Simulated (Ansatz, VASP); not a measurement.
# CaO: VASP beside Ansatz

```
CELL_PARAMETERS angstrom
0.00000 2.40356 2.40356
2.40356 0.00000 2.40356
2.40356 2.40356 0.00000
ATOMIC_POSITIONS crystal
Ca 0.00000 0.00000 0.00000
O 0.50000 0.50000 0.50000
```

Alike in both runs: task single point; functional PBE; k mesh 8 × 8 × 8; occupations fermi-dirac, width 0.05 eV; no spin polarisation.

|  | VASP | Ansatz |
| --- | --- | --- |
| version | VASP 6.6.1 | Ansatz 0.2.0 |
| potentials or method | VASP PAW PBE potentials, release 64 (Ca_sv, O), cutoff 520 eV | all-electron PAW datasets made for the crystal |

```csv
,VASP,Ansatz,Ansatz less VASP
gap on the k mesh at the Fermi level (eV),3.64,3.65,+0.017
least direct gap on the mesh (eV),4.01,4.03,+0.016
pressure (GPa),2.2,1.6,-0.57
```

Ansatz ran all-electron here, and VASP with PAW potentials.
